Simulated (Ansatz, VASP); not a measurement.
**One calculation of Ga, two programs**

```
Ga
1.0
     1.52250   -4.26825    0.00000
     1.52250    4.26825    0.00000
     0.00000    0.00000    3.01150
Ga
2
Direct
  0.86700 0.13300 0.25000
  0.13300 0.86700 0.75000
```

Change from the starting cell: strain +0.050 along x and y, -0.050 along z, atoms carried along.

Alike in both runs: task single point; functional PBEsol; k mesh 18 × 18 × 16; occupations gaussian, width 0.15 eV; no spin polarisation.

```csv
,VASP,Ansatz
version,VASP 6.6.1,Ansatz 0.2.0
potentials or method,"VASP PAW PBE potentials, release 64 (Ga_d), cutoff 520 eV","scalar-relativistic, plane waves, PAW"
valence electrons in the cell,26,26
```

VASP gave:

- gap on the k mesh at the Fermi level (eV): none
- pressure (GPa): -3.3
- traceless stress, the component that is largest in VASP (GPa): -2.29
- rms of the force components (eV/Å): 0.119

Problem. Estimate Ansatz's values.

Solution. gap on the k mesh at the Fermi level (eV): none; pressure (GPa): -3.4; traceless stress, the component that is largest in VASP (GPa): -2.29; rms of the force components (eV/Å): 0.119.

VASP's potentials were made for PBE, not for PBEsol. Atom by atom the forces differ by 0.000 eV/Å (rms over components). A gap of «none» marks a metal or a gap that the smearing closes.
